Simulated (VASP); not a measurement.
Set up this calculation in VASP 6.6.1, as the native input.

```yaml
Task: single point
Functional: PBE
Potentials_or_basis: VASP PAW PBE potentials, release 64 (Fe, S)
Cutoff: 600 eV
k_mesh: 3 × 3 × 3
Occupations: gaussian, width 0.05 eV
Spin: collinear spin, ferromagnetic start
Starting_moments: "[4.0, 4.0, 4.0, 4.0, 0.0, 0.0, 0.0, 0.0, 0.0, 0.0, 0.0, 0.0] μB"
Hubbard_terms: Fe d U = 4.0 eV
Dipole_correction: no
Further_INCAR_settings: ALGO = Normal; EDIFF = 1e-06; NBANDS = 56
```

The structure of FeS2 lies in POSCAR:

```
FeS2
1.0
    5.4178000000      0.0000000000      0.0000000000
    0.0000000000      5.4178000000      0.0000000000
    0.0000000000      0.0000000000      5.4178000000
Fe S
4 8
Direct
    0.0000000000      0.0000000000      0.0000000000
    0.5000000000      0.0000000000      0.5000000000
    0.5000000000      0.5000000000      0.0000000000
    0.0000000000      0.5000000000      0.5000000000
    0.3848200000      0.3848200000      0.3848200000
    0.1151800000      0.6151800000      0.8848200000
    0.8848200000      0.1151800000      0.6151800000
    0.6151800000      0.8848200000      0.1151800000
    0.6151800000      0.6151800000      0.6151800000
    0.8848200000      0.3848200000      0.1151800000
    0.1151800000      0.8848200000      0.3848200000
    0.3848200000      0.1151800000      0.8848200000
```

These files were run (other wordings do the same):

INCAR

```
PREC = Accurate ; ENCUT = 600
EDIFF = 1E-6 ; ISMEAR = 0
SIGMA = 0.05 ; LREAL = F
LASPH = T ; NELM = 200
ALGO = Normal ; ISIF = 2
LWAVE = F ; LCHARG = T
ISPIN = 2 ; MAGMOM = 4 4 4 4 0 0 0 0 0 0 0 0
LORBIT = 11 ; LMAXMIX = 4
LDAU = T ; LDAUTYPE = 2
LDAUL = 2 -1 ; LDAUU = 4 0
LDAUJ = 0 0 ; LDAUPRINT = 1
GGA = PE ; LELF = T
LVHAR = T ; NBANDS = 56
GGA_COMPAT = F
```

KPOINTS

```
regular mesh
0
Gamma
  3 3 3
```

Potentials or basis: VASP PAW PBE potentials, release 64 (Fe, S).

Launch:

```sh
$ cat potpaw_PBE.64/Fe/POTCAR potpaw_PBE.64/S/POTCAR > POTCAR
$ mpirun -np 1 vasp_std > vasp.out
```

Results of the run:

```
Pressure                                              : 20.7 GPa
Largest force                                         : 0.583 eV/Å
Net moment                                            : 7.93 μB per cell
Site moments                                          : Fe +2.20; S -0.10 μB
Valence electrons inside the program's atomic spheres : Fe 7.55; S 3.70
```

Caveat: the k points lie up to 0.39 Å⁻¹ apart; only a ferromagnetic start was run, and an antiferromagnetic order may lie lower in energy.

Run time: 94 s on 1 thread of AMD EPYC 9R45 96-Core Processor (Zen 5), with other jobs on the host, peak memory 0.39 GiB.
